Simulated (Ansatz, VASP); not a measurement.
# One calculation of V, two programs

```xyz
1
Lattice="0.0000 1.9148 1.9148 1.9148 0.0000 1.9148 1.9148 1.9148 0.0000" Properties=species:S:1:pos:R:3 pbc="T T T"
V     0.0000    0.0000    0.0000
```

Alike in both runs: task single point; functional PBE; k mesh 8 × 8 × 8; collinear spin.

```csv
,VASP,Ansatz
version,VASP 6.6.1,Ansatz 0.2 development build
potentials or method,"VASP PAW PBE potentials, release 64 (V_sv)",scalar-relativistic
plane-wave cutoff (eV),500,1143
occupations,"fermi-dirac, width 0.1 eV",fermi-dirac
```

```tsv
	VASP	Ansatz	Ansatz less VASP
net moment per atom (μB)	0.00	0.00	0.000
```
